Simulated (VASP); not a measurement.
A run of VASP 6.6.1 is set up as follows.

File POSCAR:

```
Sn8Te7
1.0
    0.0000000000      7.2223000000      7.2223000000
    7.2223000000      0.0000000000      7.2223000000
    7.2223000000      7.2223000000      0.0000000000
Sn Te
8 7
Direct
   -0.0008526433     -0.0008526433     -0.0008526433
   -0.0008526433     -0.0008526433      0.5025579298
   -0.0008526433      0.5025579298     -0.0008526433
    0.0111850989      0.4962716337      0.4962716337
    0.5025579298     -0.0008526433     -0.0008526433
    0.4962716337      0.0111850989      0.4962716337
    0.4962716337      0.4962716337      0.0111850989
    0.4962716337      0.4962716337      0.4962716337
    0.3954889411      0.3954889411      0.8545110589
    0.3954889411      0.8545110589      0.3954889411
    0.3954889411      0.8545110589      0.8545110589
    0.8545110589      0.3954889411      0.3954889411
    0.8545110589      0.3954889411      0.8545110589
    0.8545110589      0.8545110589      0.3954889411
    0.8750000000      0.8750000000      0.8750000000
```

Contents of INCAR.step1:

```
SYSTEM = Sn8Te7
PREC     = Accurate       ! precision mode
ENCUT    = 440            ! plane-wave cutoff, eV
ISMEAR   = -1             ! smearing method
SIGMA    = 0.05           ! smearing width, eV
LREAL    = .False.        ! projectors in reciprocal space
LASPH    = .True.         ! aspherical terms in the spheres
NELM     = 120            ! most SCF steps
NBANDS   = 90             ! bands
NELECT   = 152.0        
GGA      = PE             ! functional
ALGO     = Normal         ! electronic algorithm
EDIFF    = 1E-5           ! SCF threshold, eV
LWAVE    = .True.         ! write WAVECAR
LCHARG   = .False.        ! write CHGCAR
GGA_COMPAT= .False.
```

INCAR.step2

```
SYSTEM = Sn8Te7
PREC     = Accurate       ! precision mode
ENCUT    = 440            ! plane-wave cutoff, eV
EDIFF    = 1E-6           ! SCF threshold, eV
ISMEAR   = -1             ! smearing method
SIGMA    = 0.05           ! smearing width, eV
LREAL    = .False.        ! projectors in reciprocal space
LASPH    = .True.         ! aspherical terms in the spheres
NELM     = 120            ! most SCF steps
ALGO     = Normal         ! electronic algorithm
ISIF     = 2              ! what is computed and relaxed
LWAVE    = .False.        ! write WAVECAR
LCHARG   = .False.        ! write CHGCAR
METAGGA  = R2SCAN         ! meta-GGA
LMIXTAU  = .True.       
NBANDS   = 90             ! bands
NELECT   = 152.0        
ISTART   = 1            
GGA_COMPAT= .False.
```

Contents of KPOINTS:

```
regular mesh
0
Gamma
  2 2 2
  0 0 0
```

Potentials or basis: VASP PAW PBE potentials, release 64 (Sn_d, Te).

The run is started by

```console
$ cat potpaw_PBE.64/Sn_d/POTCAR potpaw_PBE.64/Te/POTCAR > POTCAR
$ cp INCAR.step1 INCAR
$ mpirun -np 1 vasp_std > vasp.out
$ cp INCAR.step2 INCAR
$ mpirun -np 1 vasp_std > vasp.out
```

Problem. What does it give for the largest force?

Solution. 0.037 eV/Å.

Forces in eV/Å, atoms in the order of the input:
```
Sn   0.000  0.000  0.000
Sn   0.000  0.000  0.000
Sn   0.000  0.000  0.000
Sn   0.022 -0.022 -0.022
Sn   0.000  0.000  0.000
Sn  -0.022  0.022 -0.022
Sn  -0.022 -0.022  0.022
Sn   0.022  0.022  0.022
Te   0.000  0.000  0.003
Te   0.000  0.003  0.000
Te  -0.003  0.000  0.000
Te   0.003  0.000  0.000
Te   0.000 -0.003  0.000
Te   0.000  0.000 -0.003
Te   0.000  0.000  0.000
```

Caveat: the cell carries a net charge on a neutralising background, which shifts energy and pressure; the PAW data sets were made with another functional, which shifts forces and pressure a little.
